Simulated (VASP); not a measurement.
Set up this calculation in VASP 6.6.1, as the native input.

```yaml
Task: single point
Functional: PBE
Potentials_or_basis: VASP PAW PBE potentials, release 64 (Nb_sv, B, C)
Cutoff: 520 eV
k_mesh: 6 × 6 × 4
Occupations: gaussian, width 0.1 eV
Spin: no spin polarisation
Dipole_correction: no
Further_INCAR_settings: ALGO = Normal; EDIFF = 1e-07; NBANDS = 28
```

The structure of Nb2B3C lies in POSCAR:

```
Nb2B3C
1.0
    3.0193424500      0.0000000000      0.0000000000
    0.0000000000      3.0193424500      0.0000000000
    0.0000000000      0.0000000000      6.7071967700
Nb B C
2 3 1
Direct
    0.5000000000      0.0000000000      0.7398749000
    0.0000000000      0.5000000000      0.2601251000
    0.5000000000      0.0000000000      0.3835413500
    0.0000000000      0.5000000000      0.6164586500
    0.0000000000      0.0000000000      0.0000000000
    0.5000000000      0.5000000000      0.0000000000
```

The cell was built from a structure type or drawn by symmetry, and may not be a known phase.

One way to write it, as run:

INCAR

```
ALGO     = Normal         # electronic algorithm
EDIFF    = 1E-7           # SCF threshold, eV
ENCUT    = 520            # plane-wave cutoff, eV
GGA      = PE             # functional
ISIF     = 2              # what is computed and relaxed
ISMEAR   = 0              # smearing method
LASPH    = T              # aspherical terms in the spheres
LCHARG   = F              # write CHGCAR
LREAL    = F              # projectors in reciprocal space
LWAVE    = F              # write WAVECAR
NBANDS   = 28             # bands
NELM     = 100            # most SCF steps
PREC     = Accurate       # precision mode
SIGMA    = 0.1            # smearing width, eV
```

KPOINTS

```
k-points
0
Gamma
  6 6 4
```

Potentials or basis: VASP PAW PBE potentials, release 64 (Nb_sv, B, C).

Run with:

```bash
$ cat potpaw_PBE.64/Nb_sv/POTCAR potpaw_PBE.64/B/POTCAR potpaw_PBE.64/C/POTCAR > POTCAR
$ mpirun -np 1 vasp_std > vasp.out
```

Results of the run:

| Item | Value |
| --- | --- |
| Pressure | 7.6 GPa |
| Largest force | 1.582 eV/Å |
| Band gap on the k mesh | zero (an odd number of electrons rules out a gap without spin polarisation) |

Caveat: the cell stands under pressure; forces of over 1 eV/Å act on the atoms, so gaps and moduli don't describe the material at rest.

It took 23 s on 1 thread of AMD EPYC 9R45 96-Core Processor (Zen 5), with other jobs on the host, peak memory 0.17 GiB.
